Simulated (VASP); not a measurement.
Wanted: the native input for a VASP 6.6.1 run.

* Task: single point
* Functional: r2SCAN
* Potentials or basis: VASP PAW PBE potentials, release 64 (B, As)
* Cutoff: 520 eV
* k mesh: 6 × 6 × 6
* Occupations: gaussian, width 0.02 eV
* Spin: no spin polarisation
* Dipole correction: no
* Further INCAR settings: ALGO = Normal; EDIFF = 1e-07; NBANDS = 36

Crystal: B6As.

```xyz
14
Lattice="2.9817 1.7215 3.8156 -2.9817 1.7215 3.8156 0.0000 -3.4430 3.8156" Properties=species:S:1:pos:R:3 pbc="T T T"
B     0.0000   -1.0603    1.3741
B    -0.9183    0.5302    1.3741
B     1.6318   -0.9421    7.3098
B     0.0000    1.8842    7.3098
B    -1.6318   -0.9421    7.3098
B     1.6318    0.9421    4.1369
B    -1.6318    0.9421    4.1369
B     0.0000   -1.8842    4.1369
B     0.9183   -0.5302   10.0727
B     0.0000    1.0603   10.0727
B    -0.9183   -0.5302   10.0727
B     0.9183    0.5302    1.3741
As    0.0000    0.0000    6.8817
As    0.0000    0.0000    4.5650
```

These files were run (other wordings do the same):

POSCAR

```
B6As
1.0
    2.9816949176      1.7214823633      3.8155768615
   -2.9816949176      1.7214823633      3.8155768615
    0.0000000000     -3.4429647267      3.8155768615
B As
12 2
Direct
    0.0173865582      0.0173865582      0.3253502893
    0.0173865582      0.3253502893      0.0173865582
    0.8210164114      0.2737484025      0.8210164114
    0.8210164114      0.8210164114      0.2737484025
    0.2737484025      0.8210164114      0.8210164114
    0.7262515975      0.1789835886      0.1789835886
    0.1789835886      0.7262515975      0.1789835886
    0.1789835886      0.1789835886      0.7262515975
    0.9826134418      0.6746497107      0.9826134418
    0.9826134418      0.9826134418      0.6746497107
    0.6746497107      0.9826134418      0.9826134418
    0.3253502893      0.0173865582      0.0173865582
    0.6011962899      0.6011962899      0.6011962899
    0.3988037101      0.3988037101      0.3988037101
```

INCAR.step1

```
ALGO = Normal ; EDIFF = 1E-4
ENCUT = 520 ; GGA = PE
ISMEAR = 0 ; LASPH = True
LCHARG = False ; LREAL = False
LWAVE = True ; NBANDS = 36
NELM = 60 ; PREC = Accurate
SIGMA = 0.02
```

INCAR.step2

```
ALGO = Normal ; EDIFF = 1E-7
ENCUT = 520 ; ISIF = 2
ISMEAR = 0 ; ISTART = 1
LASPH = True ; LCHARG = False
LMIXTAU = True ; LREAL = False
LWAVE = False ; METAGGA = R2SCAN
NBANDS = 36 ; NELM = 60
PREC = Accurate ; SIGMA = 0.02
```

KPOINTS

```
k-points
0
Gamma
  6 6 6
```

Potentials or basis: VASP PAW PBE potentials, release 64 (B, As).

The run is started by

```sh
$ cat potpaw_PBE.64/B/POTCAR potpaw_PBE.64/As/POTCAR > POTCAR
$ cp INCAR.step1 INCAR
$ mpirun -np 1 vasp_std > vasp.out
$ cp INCAR.step2 INCAR
$ mpirun -np 1 vasp_std > vasp.out
```

Results of the run:

```
Pressure               : 21.8 GPa
Largest force          : 0.021 eV/Å
Band gap on the k mesh : 2.95 eV (least direct gap 2.99 eV)
```

Caveat: the cell stands under pressure; the PAW data sets were made with another functional, which shifts forces and pressure a little.

Run time: 13 min on 1 thread of Intel Xeon 8259CL (shared host), peak memory 0.32 GiB.
